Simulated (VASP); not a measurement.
Runs of VASP 6.6.1 on MgZnTe2. The structure is that of space group P-4m2 (No. 115), or close to it. The cells are those of the table. 

| task | level | cell | k mesh | cutoff (eV) | smearing | k mesh for the DOS | occupations for the DOS | gap on the mesh (eV) | pressure (GPa) | largest force (eV/Å) |
| --- | --- | --- | --- | --- | --- | --- | --- | --- | --- | --- |
| relaxation of cell and atoms | PBE | relaxed from a = 4.146, b = 4.146, c = 5.863 Å, 4 atoms | 4 × 4 × 4 | 600 | gaussian 0.1 eV | - | - | (c) | 0.0 | - |
| relaxation of shape and atoms at fixed volume | PBE | relaxed from a = 4.283, b = 4.283, c = 6.137 Å, 4 atoms | 6 × 6 × 4 | 600 | gaussian 0.02 eV | - | - | 1.91 | 6.5 | 0.01 |
| single point | PBE | a = 4.620, b = 4.620, c = 6.592 Å, 4 atoms | 6 × 6 × 4 | 600 | gaussian 0.02 eV | - | - | 1.13 | -2.9 | 0.01 |
| single point | PBE | a = 4.564, b = 4.564, c = 6.511 Å, 4 atoms | 6 × 6 × 4 | 600 | gaussian 0.02 eV | - | - | 1.26 | (b) | - |
| single point | r2SCAN | a = 4.476, b = 4.476, c = 6.386 Å, 4 atoms | 6 × 6 × 4 | 660 | gaussian 0.02 eV | - | - | 2.01 | -1.1 | (a) |

Alike in all rows: potentials or basis VASP PAW PBE potentials, release 64 (Mg, Zn, Te); no spin polarisation.

Problem. Estimate the missing entries.

Solution. (a) 0.03; (b) -2.0; (c) 1.45.

Caveats: spin-orbit coupling is left out, which moves the levels of the heavy elements; the PAW data sets were made with another functional, which shifts forces and pressure a little (some runs).

A k mesh can miss the band edges, and the runs leave out spin-orbit coupling on Te.
